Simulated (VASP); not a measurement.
Runs of VASP 6.6.1 on Sn. The structure is that of space group I4_1/amd (No. 141), or close to it. The cells are those of the table. 

```tsv
task	level	cell	cutoff (eV)	gap on the mesh (eV)	pressure (GPa)
relaxation of shape and atoms at fixed volume	PBE	relaxed from a = 4.354 Å, angles 97.4, 97.4, 137.8°, 2 atoms	600	none	5.6
single point	PBE	a = 4.478, b = 4.482, c = 4.482 Å, angles 96.7, 98.3, 137.7°, 2 atoms	520	none	0.4
single point	r2SCAN	a = 4.665 Å, angles 96.3, 96.3, 141.2°, 2 atoms	520	none	(a)
relaxation of shape and atoms at fixed volume	PBE	relaxed from a = 4.638 Å, angles 97.4, 97.4, 137.8°, 2 atoms	600	none	-3.6
relaxation of shape and atoms at fixed volume	PBE	relaxed from a = 4.306 Å, angles 97.4, 97.4, 137.8°, 2 atoms	600	none	8.3
```

Alike in all rows: potentials or basis VASP PAW PBE potentials, release 64 (Sn_d); no spin polarisation; k mesh 14 × 14 × 14; smearing gaussian 0.1 eV.

Fill in the values left out.

(a) -3.3.

Caveats: spin-orbit coupling is left out, which moves the levels of the heavy elements; the relaxation stopped at its first step, so nothing moved (some runs); the PAW data sets were made with another functional, which shifts forces and pressure a little (some runs).

A k mesh can miss the band edges, and the runs leave out spin-orbit coupling on Sn.

A gap of «none» marks levels without a gap at the run's occupations.
